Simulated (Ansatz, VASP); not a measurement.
**Two plane-wave programs on BAs**

The input INCAR:

```
PREC     = Accurate       # precision mode
ENCUT    = 520            # plane-wave cutoff, eV
EDIFF    = 1E-7           # SCF threshold, eV
ISMEAR   = -1             # smearing method
SIGMA    = 0.05           # smearing width, eV
LREAL    = False          # projectors in reciprocal space
LASPH    = True           # aspherical terms in the spheres
NELM     = 100            # most SCF steps
ALGO     = Normal         # electronic algorithm
ISIF     = 2              # what is computed and relaxed
LWAVE    = False          # write WAVECAR
LCHARG   = False          # write CHGCAR
GGA      = RE             # functional
IVDW     = 12             # dispersion correction
NBANDS   = 11             # bands
```

The input KPOINTS:

```
regular mesh
0
Gamma
  10 10 10
```

File POSCAR:

```
BAs
1.0
    0.0000000000      2.3397414207      2.3397414207
    2.3397414207      0.0000000000      2.3397414207
    2.3397414207      2.3397414207      0.0000000000
As B
1 1
Direct
    0.7500000000      0.7500000000      0.7500000000
    0.0000000000      0.0000000000      0.0000000000
```

Contents of input.yaml:

```yaml
crystal:
  lattice:
    - [0.0, 2.3397414207, 2.3397414207]
    - [2.3397414207, 0.0, 2.3397414207]
    - [2.3397414207, 2.3397414207, 0.0]
  atoms:
    - { symbol: As, position: [0.75, 0.75, 0.75] }
    - { symbol: B, position: [0.0, 0.0, 0.0] }
hamiltonian:
  xc: revpbe
  pseudopotentials: { kind: paw }
  dispersion: d3bj
kpoints:
  mp_grid: { grid: [10, 10, 10] }
scf:
  occupations: { method: fermi_dirac, width: 0.05 }
output:
  forces: true
  stress: true
  eigenvalues: true
```

Alike in both runs: task single point; functional revPBE; dispersion D3(BJ); k mesh 10 × 10 × 10; occupations fermi-dirac, width 0.05 eV; no spin polarisation.

```csv
,VASP,Ansatz
version,VASP 6.6.1,Ansatz 0.2.0
potentials or method,"VASP PAW PBE potentials, release 64 (As, B)",Ansatz PAW
plane-wave cutoff (eV),520,420
valence electrons in the cell,8,18
```

VASP gave:

* gap on the k mesh at the Fermi level (eV): 1.12
* least direct gap on the mesh (eV): 3.35
* pressure (GPa): 7.0

**Question.** What did Ansatz give for the same quantities?

**Answer.** gap on the k mesh at the Fermi level (eV): 1.14; least direct gap on the mesh (eV): 3.36; pressure (GPa): 6.2.

VASP's potentials were made for PBE, not for revPBE. VASP's potentials hold 8 valence electrons a cell and Ansatz's 18, so a difference there can come from the potentials and not from the codes.
